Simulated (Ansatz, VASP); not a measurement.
**N in VASP and in Ansatz**

Contents of INCAR:

```
PREC = Accurate ; ENCUT = 520
EDIFF = 1E-8 ; ISMEAR = -1
SIGMA = 0.08 ; LREAL = False
LASPH = True ; NELM = 60
ALGO = Normal ; ISIF = 2
LWAVE = False ; LCHARG = False
GGA = PE ; LEFG = True
NBANDS = 12
```

File KPOINTS:

```
Automatic mesh
0
Gamma
  13 13 13
```

The input POSCAR:

```
N
1.0
    0.0000000000      2.0514414928      2.1757507621
    2.0514414928      0.0000000000      2.1757507621
    2.0514414928      2.0514414928      0.0000000000
N
2
Direct
    0.0000000000      0.0000000000      0.0000000000
    0.2500000000      0.2500000000      0.2500000000
```

Input for Ansatz:

```yaml
crystal:
  lattice:
    - [0.0, 2.0514414928, 2.1757507621]
    - [2.0514414928, 0.0, 2.1757507621]
    - [2.0514414928, 2.0514414928, 0.0]
  atoms:
    - { symbol: "N", position: [0.0, 0.0, 0.0] }
    - { symbol: "N", position: [0.25, 0.25, 0.25] }
kpoints:
  mp_grid: { grid: [13, 13, 13] }
scf:
  occupations: { method: fermi_dirac, width: 0.08 }
hamiltonian:
  xc: pbe
  pseudopotentials: { kind: paw }
output:
  forces: true
  stress: true
  eigenvalues: true
  efg: { contact_densities: true }
```

Change from the starting cell: z stretched by +4 % at fixed volume, PAW files.

Alike in both runs: task electric field gradients; functional PBE; k mesh 13 × 13 × 13; occupations fermi-dirac, width 0.08 eV; no spin polarisation.

|  | VASP | Ansatz |
| --- | --- | --- |
| version | VASP 6.6.1 | Ansatz 0.2.0 |
| potentials or method | VASP PAW PBE potentials, release 64 (N) | PAW with Ansatz's default frozen-core files, scalar-relativistic |
| plane-wave cutoff (eV) | 520 | 420 |
| valence electrons in the cell | 10 | 10 |

Ansatz gave:

```
pressure (GPa)                                                : -0.6
traceless stress, the component that is largest in VASP (GPa) : 2.93
size of Vzz on the site where it differs most (V/Å²)          : 15.7
```

**Question.** What did VASP give for the same quantities?

**Answer.** Pressure (GPa): -0.6; traceless stress, the component that is largest in VASP (GPa): 2.95; size of Vzz on the site where it differs most (V/Å²): 16.4.

With one functional, cell and mesh, what is left measures potentials, basis and numerics.
